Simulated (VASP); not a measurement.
Input of a VASP 6.6.1 run:

Contents of POSCAR:

```
Si
1.0
    2.6197718483      0.0000000000      0.0000000000
    0.0000000000      2.6197718483      0.0000000000
    0.0000000000      0.0000000000      2.6197718483
Si
1
Direct
    0.0000000000      0.0000000000      0.0000000000
```

File INCAR.step1:

```
ALGO = Normal
EDIFF = 1E-4
ENCUT = 520
GGA = PE
ISMEAR = -1
LASPH = T
LCHARG = F
LREAL = F
LWAVE = T
NBANDS = 8
NELM = 80
PREC = Accurate
SIGMA = 0.1
```

File INCAR.step2:

```
ALGO = Normal
EDIFF = 1E-6
ENCUT = 520
ISIF = 2
ISMEAR = -1
ISTART = 1
LASPH = T
LCHARG = T
LELF = T
LMIXTAU = T
LREAL = F
LVHAR = T
LWAVE = F
METAGGA = R2SCAN
NBANDS = 8
NELM = 80
PREC = Accurate
SIGMA = 0.1
```

KPOINTS

```
k-points
0
Gamma
  14 14 14
```

Potentials or basis: VASP PAW PBE potentials, release 64 (Si).

Command:

```sh
$ cat potpaw_PBE.64/Si/POTCAR > POTCAR
$ cp INCAR.step1 INCAR
$ mpirun -np 1 vasp_std > vasp.out
$ cp INCAR.step2 INCAR
$ mpirun -np 1 vasp_std > vasp.out
```

Q: Estimate the pressure.

A: -9.1 GPa.

Q: What does it give for the band gap on the k mesh?

A: Zero (band 2 reaches 14.50 eV, above the bottom of band 3 at 4.25 eV).

Caveat: the PAW data sets were made with another functional, which shifts forces and pressure a little.
